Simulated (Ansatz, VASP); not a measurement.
## SnSe in VASP and in Ansatz

```xyz
2
Lattice="0.0000 3.0100 3.0100 3.0100 0.0000 3.0100 3.0100 3.0100 0.0000" Properties=species:S:1:pos:R:3 pbc="T T T"
Sn    0.0000    0.0000    0.0000
Se    3.0100    3.0100    3.0100
```

Alike in both runs: task electric field gradients; functional PBEsol; k mesh 13 × 13 × 13; occupations fermi-dirac, width 0.02 eV; no spin polarisation.

|  | VASP | Ansatz |
| --- | --- | --- |
| version | VASP 6.6.1 | Ansatz 0.2.0 |
| potentials or method | VASP PAW PBE potentials, release 64 (Sn_d, Se) | plane-wave PAW, scalar-relativistic |
| plane-wave cutoff (eV) | 400 | 420 |
| valence electrons in the cell | 20 | 30 |

|  | VASP | Ansatz | Ansatz less VASP |
| --- | --- | --- | --- |
| pressure (GPa) | -1.8 | -1.8 | 0.00 |

VASP's potentials were made for PBE, not for PBEsol. VASP's potentials hold 20 valence electrons a cell and Ansatz's 30, so a difference there can come from the potentials and not from the codes.
